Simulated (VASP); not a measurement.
# C (I4_1/amd) in VASP: a series of runs

Runs on C. Level: r2SCAN. Tasks: single point.

All numbers are computed with VASP 6.6.1; they aren't measurements. Logs are shortened: lines on timing, memory, paths and dates and some standing lists are left out, and cuts for length are marked.

### Step 1. The cell of the first run

The structure is tetragonal, space group I4_1/amd (No. 141). The conventional cell has a = 2.517 Å, b = 2.517 Å, c = 3.453 Å, α = 90.00°, β = 90.00°, γ = 90.00°. C (site symmetry -4m2) has 4 C at 1.53 Å within 2.0 Å.

### Step 2. Single point, r2SCAN (uniaxial z strain -3.0%)

Contents of POSCAR:

```
C
1.0
    0.0000000000      1.7801241425      1.7267204183
    1.7801241425      0.0000000000      1.7267204183
    1.7801241425      1.7801241425      0.0000000000
C
2
Direct
    0.0000000000      0.0000000000      0.0000000000
    0.2500000000      0.2500000000      0.2500000000
```

Contents of INCAR.step1:

```
SYSTEM = C
PREC     = Accurate       ! precision mode
ENCUT    = 520            ! plane-wave cutoff, eV
ISMEAR   = 0              ! smearing method
SIGMA    = 0.01           ! smearing width, eV
LREAL    = .FALSE.        ! projectors in reciprocal space
LASPH    = .TRUE.         ! aspherical terms in the spheres
NELM     = 60             ! most SCF steps
NBANDS   = 11             ! bands
GGA      = PE             ! functional
ALGO     = Normal         ! electronic algorithm
EDIFF    = 1E-4           ! SCF threshold, eV
LWAVE    = .TRUE.         ! write WAVECAR
LCHARG   = .FALSE.        ! write CHGCAR
```

Contents of INCAR.step2:

```
SYSTEM = C
PREC     = Accurate       ! precision mode
ENCUT    = 520            ! plane-wave cutoff, eV
EDIFF    = 1E-7           ! SCF threshold, eV
ISMEAR   = 0              ! smearing method
SIGMA    = 0.01           ! smearing width, eV
LREAL    = .FALSE.        ! projectors in reciprocal space
LASPH    = .TRUE.         ! aspherical terms in the spheres
NELM     = 60             ! most SCF steps
ALGO     = Normal         ! electronic algorithm
ISIF     = 2              ! what is computed and relaxed
LWAVE    = .FALSE.        ! write WAVECAR
LCHARG   = .FALSE.        ! write CHGCAR
METAGGA  = R2SCAN         ! meta-GGA
LMIXTAU  = .TRUE.       
NBANDS   = 11             ! bands
ISTART   = 1
```

Contents of KPOINTS:

```
regular mesh
0
G
  12 12 12
  0 0 0
```

Potentials or basis: VASP PAW PBE potentials, release 64 (C).

Command:

```bash
$ cat potpaw_PBE.64/C/POTCAR > POTCAR
$ cp INCAR.step1 INCAR
$ mpirun -np 1 vasp_std > vasp.out
$ cp INCAR.step2 INCAR
$ mpirun -np 1 vasp_std > vasp.out
```

OUTCAR:

```text
SYSTEM = C
   PREC = Accurate
   ENCUT = 520
   EDIFF = 1E-7
   ISMEAR = 0
   LREAL = .FALSE.
   LASPH = .TRUE.
   NELM = 60
   ISIF = 2
   METAGGA = R2SCAN
   ISTART = 1

 ion  position               nearest neighbor table
   1  0.000  0.000  0.000-   2 1.53   2 1.53   2 1.53   2 1.53
   2  0.250  0.250  0.250-   1 1.53   1 1.53   1 1.53   1 1.53

  LATTYP: Found a body centered tetragonal cell.
 ALAT       =     2.5174757050
 C/A-ratio  =     1.3717871556

  Lattice vectors:

 A1 = (   0.0000000000,  -1.7801241425,  -1.7267204183)
 A2 = (   0.0000000000,   1.7801241425,  -1.7267204183)
 A3 = (   1.7801241425,   0.0000000000,   1.7267204183)

Analysis of symmetry for initial positions (statically):
=====================================================================
 Subroutine PRICEL returns:
 Original cell was already a primitive cell.

 Routine SETGRP: Setting up the symmetry group for a
 body centered tetragonal supercell.

 Subroutine GETGRP returns: Found 16 space group operations
 (whereof  8 operations were pure point group operations)
 out of a pool of 16 trial point group operations.

The static configuration has the point symmetry D_2d.
 The point group associated with its full space group is D_4h.

Analysis of symmetry for dynamics (positions and initial velocities):
=====================================================================
 Subroutine PRICEL returns:
 Original cell was already a primitive cell.

 Routine SETGRP: Setting up the symmetry group for a
 body centered tetragonal supercell.

 Subroutine GETGRP returns: Found 16 space group operations
 (whereof  8 operations were pure point group operations)
 out of a pool of 16 trial point group operations.

The dynamic configuration has the point symmetry D_2d.
 The point group associated with its full space group is D_4h.

 Subroutine INISYM returns: Found 16 space group operations
 (whereof  8 operations are pure point group operations),
 and found     1 'primitive' translations

----------------------------------------------------------------------------------------

                                     Primitive cell

  volume of cell :      10.9434

  direct lattice vectors                    reciprocal lattice vectors
     0.000000000  1.780124143  1.726720418    -0.280879287  0.280879287  0.289566275
     1.780124143  0.000000000  1.726720418     0.280879287 -0.280879287  0.289566275
     1.780124143  1.780124143  0.000000000     0.280879287  0.280879287 -0.289566275

  length of vectors
     2.480001082  2.480001082  2.517475705     0.491563806  0.491563806  0.491563806

  position of ions in fractional coordinates (direct lattice)
     0.000000000  0.000000000  0.000000000
     0.250000000  0.250000000  0.250000000

  ion indices of the primitive-cell ions
   primitive index   ion index
                 1           1
                 2           2

----------------------------------------------------------------------------------------

 KPOINTS: regular mesh

Automatic generation of k-mesh.
 Grid dimensions read from file:
 generate k-points for:   12   12   12

 Generating k-lattice:

  Cartesian coordinates                     Fractional coordinates (reciprocal lattice)
    -0.023406607  0.023406607  0.024130523     0.083333333  0.000000000  0.000000000
     0.023406607 -0.023406607  0.024130523     0.000000000  0.083333333  0.000000000
     0.023406607  0.023406607 -0.024130523     0.000000000  0.000000000  0.083333333

  Length of vectors
     0.040963651  0.040963651  0.040963651

  Shift w.r.t. Gamma in fractional coordinates (k-lattice)
     0.000000000  0.000000000  0.000000000

 Subroutine IBZKPT returns following result:
 ===========================================

 Found    163 irreducible k-points:

 Following reciprocal coordinates:
            Coordinates               Weight
  0.000000  0.000000  0.000000      1.000000
  0.083333 -0.000000  0.000000      8.000000
  0.166667 -0.000000  0.000000      8.000000
  0.250000 -0.000000  0.000000      8.000000
  0.333333 -0.000000  0.000000      8.000000
  0.416667 -0.000000  0.000000      8.000000
[... 16 lines left out ...]
  0.500000  0.166667  0.000000      8.000000
 -0.416667  0.166667  0.000000      8.000000
 [... further k-points ...]
   k-points           NKPTS =    163   k-points in BZ     NKDIM =    163   number of bands    NBANDS=     11
   number of dos      NEDOS =    301   number of ions     NIONS =      2
   total plane-waves  NPLWV =   6480
   dimension x,y,z NGX =    18 NGY =   18 NGZ =   20
   dimension x,y,z NGXF=    36 NGYF=   36 NGZF=   40
   ions per type =               2
   NGX,Y,Z   is equivalent  to a cutoff of  12.07, 12.07, 13.21 a.u.
   NGXF,Y,Z  is equivalent  to a cutoff of  24.13, 24.13, 26.41 a.u.
 SYSTEM =  C
   PREC   = accura    normal or accurate (medium, high low for compatibility)
   ISTART =      1    job   : 0-new  1-cont  2-samecut
   ICHARG =      0    charge: 1-file 2-atom 10-const
   ISPIN  =      1    spin polarized calculation?
   LNONCOLLINEAR =      F non collinear calculations
   LSORBIT =      F    spin-orbit coupling
   LASPH  =      T    aspherical Exc in radial PAW
   ENCUT  =  520.0 eV  38.22 Ry    6.18 a.u.   4.61  4.61  4.68*2*pi/ulx,y,z
   NELM   =     60;   NELMIN=  2; NELMDL=  0     # of ELM steps
   EDIFF  = 0.1E-06   stopping-criterion for ELM
   LREAL  =      F    real-space projection
   EDIFFG = 0.1E-05   stopping-criterion for IOM
   NSW    =      0    number of steps for IOM
   IBRION =     -1    ionic relax: 0-MD 1-quasi-New 2-CG
   NFREE  =      0    steps in history (QN), initial steepest desc. (CG)
   ISIF   =      2    stress and relaxation
   ISYM   =      2    0-nonsym 1-usesym 2-fastsym
   POTIM  = 0.5000    time-step for ionic-motion
   TEBEG  =    0.0;   TEEND  =   0.0 temperature during run
   PSTRESS=    0.0 pullay stress
   NELECT =       8.0000    total number of electrons
   NUPDOWN=      -1.0000    fix difference up-down
   EMIN   =  10.00;   EMAX   =-10.00  energy-range for DOS
   EFERMI =   0.00;   METHOD = LEGACY
   ISMEAR =     0;   SIGMA  =   0.01  broadening in eV -4-tet -1-fermi 0-gaus
   EFERMI_NEDOS =   21; number of points for ismear=-14 and -15
   IALGO  =     38    algorithm
   IMIX   =      4    mixing-type and parameters
     AMIX     =   0.40;   BMIX     =  1.00
     AMIX_MAG =   1.60;   BMIX_MAG =  1.00
  volume/ion in A,a.u.               =       5.47        36.92
  Fermi-wavevector in a.u.,A,eV,Ry     =   1.474758  2.786888 29.591444  2.174910
  Thomas-Fermi vector in A             =   2.589490
   LORBIT       =      0    0 simple, 1 ext, 2 COOP (PROOUT), +10 PAW based schemes
   METAGGA = R2SCAN    functional components
   LHFCALC =     F    Hartree Fock is set to
   AEXX    =    0.0000 exact exchange contribution
   IVDW    =     0    specifies the selected vdW correction
   LEPSILON=     F    determine dielectric tensor
   LRPA    =     F    only Hartree local field effects (RPA)
 non-spin polarized calculation
 Gauss-broadening in eV      SIGMA  =   0.01
  energy-cutoff  :      520.00
  volume of cell :       10.94
 maximum number of plane-waves:       304
   NGX =  9   NGY =  9   NGZ =  9

 number of electron       8.0000000 magnetization

 Free energy of the ion-electron system (eV)
  ---------------------------------------------------
  ext. energy  EPLUGINS =         0.00000000
  ---------------------------------------------------
  free energy    TOTEN  =       -19.61787131 eV

  energy without entropy =      -19.61787131  energy(sigma->0) =      -19.61787131

 E-fermi :  10.7469     XC(G=0): -14.4572

 val. band max:       10.5610913984   @ k =   0.0000   0.0000   0.0000
 cond. band min:      14.1674796082   @ k =   0.3333   0.3333   0.0000
 fundamental gap:      3.6063882098
 Fermi energy:        10.7469141793

 k-point     1 :       0.0000    0.0000    0.0000
  band No.  band energies     occupation
      1     -12.9554      2.00000
      2      10.0844      2.00000
      3      10.0844      2.00000
      4      10.5611      2.00000
      5      15.9114      0.00000
      6      16.3260      0.00000
      7      16.3260      0.00000
      8      24.9184      0.00000
      9      31.1512      0.00000
     10      37.2030      0.00000
     11      38.7052      0.00000

 k-point     2 :       0.0833   -0.0000    0.0000
  band No.  band energies     occupation
      1     -12.7494      2.00000
      2       8.8606      2.00000
      3       9.7178      2.00000
      4      10.0824      2.00000
      5      16.4260      0.00000
      6      16.7853      0.00000
      7      17.0998      0.00000
      8      25.0952      0.00000
      9      31.4989      0.00000
     10      35.3072      0.00000
     11      36.2954      0.00000

 k-point     3 :       0.1667   -0.0000    0.0000
  band No.  band energies     occupation
      1     -12.1340      2.00000
      2       6.1273      2.00000
      3       8.9198      2.00000
      4       9.3101      2.00000
      5      17.4326      0.00000
      6      17.7613      0.00000
      7      18.3633      0.00000
      8      25.5983      0.00000
      9      32.2065      0.00000
     10      33.7997      0.00000
     11      34.5648      0.00000

 k-point     4 :       0.2500   -0.0000    0.0000
  band No.  band energies     occupation
      1     -11.1183      2.00000
      2       3.0628      2.00000
      3       8.0938      2.00000
      4       8.5473      2.00000
      5      18.3204      0.00000
      6      18.6168      0.00000
      7      19.3211      0.00000
      8      26.2896      0.00000
      9      32.5789      0.00000
     10      33.6018      0.00000
     11      34.1335      0.00000
[... 239 lines left out ...]
 k-point    22 :       0.4167    0.1667    0.0000
  band No.  band energies     occupation
      1      -8.3834      2.00000
      2      -0.4770      2.00000
      3       5.5203      2.00000
      4       5.9275      2.00000
      5      16.9806      0.00000
      6      22.0339      0.00000
      7      22.5575      0.00000
      8      23.5822      0.00000
      9      33.2865      0.00000
     10      35.0134      0.00000
     11      39.4183      0.00000

 k-point    23 :       0.5000    0.1667    0.0000
  band No.  band energies     occupation
      1      -6.7017      2.00000
      2      -2.8524      2.00000
      3       5.1562      2.00000
      4       5.5941      2.00000
      5      17.4219      0.00000
      6      21.6986      0.00000
      7      22.7379      0.00000
      8      25.3318      0.00000
      9      32.1877      0.00000
     10      36.3799      0.00000
     11      38.6666      0.00000

 k-point    24 :      -0.4167    0.1667    0.0000
  band No.  band energies     occupation
      1      -6.3938      2.00000
      2      -3.2283      2.00000
      3       4.6084      2.00000
      4       5.9942      2.00000
      5      17.8570      0.00000
      6      21.1885      0.00000
      7      22.7510      0.00000
      8      26.9176      0.00000
      9      31.1230      0.00000
     10      35.9323      0.00000
     11      37.0037      0.00000

 [... further k-points ...]
[... 5 lines left out ...]
  --------------------------------------------------------------------------------------
  -------------------------------------------------------------------------------------
  Total        0.3921279      0.3921279      2.4534664      0.0000000      0.0000000     -0.0000000
  in kB       57.4097654     57.4097654    359.2014643      0.0000000      0.0000000     -0.0000000
  external PRESSURE =     158.0069983 kB  Pullay stress =       0.0000000 kB

 VOLUME and BASIS-vectors are now :
 -----------------------------------------------------------------------------
  energy-cutoff  :      520.00
  volume of cell :       10.94
      direct lattice vectors                 reciprocal lattice vectors
     0.000000000  1.780124143  1.726720418    -0.280879287  0.280879287  0.289566275
     1.780124143  0.000000000  1.726720418     0.280879287 -0.280879287  0.289566275
     1.780124143  1.780124143  0.000000000     0.280879287  0.280879287 -0.289566275

 POSITION                                       TOTAL-FORCE (eV/Angst)
 -----------------------------------------------------------------------------------
      0.00000      0.00000      0.00000        -0.000000     -0.000000      0.000000
      0.89006      0.89006      0.86336         0.000000      0.000000     -0.000000
 -----------------------------------------------------------------------------------
    total drift:                               -0.000000     -0.000000     -0.000000

  FREE ENERGIE OF THE ION-ELECTRON SYSTEM (eV)
  ---------------------------------------------------
  free  energy   TOTEN  =       -19.6178713098 eV

  energy  without entropy=      -19.6178713098  energy(sigma->0) =      -19.61787131
```

Wall time 80 s (1 thread of Intel Xeon Platinum 8488C (Sapphire Rapids), shared host); peak memory 0.13 GiB.

What came out:

* Free energy: -19.6179 eV
* Pressure: 15.8 GPa
* Band gap on the k mesh: 3.61 eV, indirect (least direct gap 5.35 eV)

Stress tensor (GPa, compression positive):
```
 5.74  0.00  0.00
 0.00  5.74  0.00
 0.00  0.00 35.92
```

Caveat: the cell differs from its parent crystal (uniaxial z strain -3.0%); the PAW data sets were made with another functional, which shifts forces and pressure a little. A k mesh can miss the band edges.

(Part 1 of 2 ends here.)
